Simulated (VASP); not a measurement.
A run of VASP 6.6.1:

File INCAR:

```
PREC = Accurate ; ENCUT = 600
EDIFF = 1E-6 ; ISMEAR = 0
SIGMA = 0.02 ; LREAL = F
LASPH = T ; NELM = 100
ALGO = Normal ; ISIF = 3
LWAVE = F ; LCHARG = F
GGA = PE ; IBRION = 2
NSW = 70 ; EDIFFG = -0.008
PSTRESS = 600.0
```

Contents of KPOINTS:

```
regular mesh
0
Gamma
  12 12 6
```

File POSCAR:

```
AlN
1.0
    2.9362414158      0.0000000000      0.0000000000
   -1.4681207079      2.5428596577      0.0000000000
    0.0000000000      0.0000000000      4.6548943040
Al N
2 2
Direct
    0.6666666667      0.3333333333      0.4975883806
    0.3333333333      0.6666666667      0.9975883806
    0.6666666667      0.3333333333      0.8824116194
    0.3333333333      0.6666666667      0.3824116194
```

Potentials or basis: VASP PAW PBE potentials, release 64 (Al, N).

The run is started by

```bash
$ cat potpaw_PBE.64/Al/POTCAR potpaw_PBE.64/N/POTCAR > POTCAR
$ mpirun -np 1 vasp_std > vasp.out
```

Hardware: 1 thread of Intel Xeon 8259CL (shared host).

**Question.** How long does it take, and how much memory?

**Answer.** It took 3 min on 1 thread of Intel Xeon 8259CL, on a shared host, peak memory 0.18 GiB. Counts: scf iterations 53, k points 76, ion steps 9.
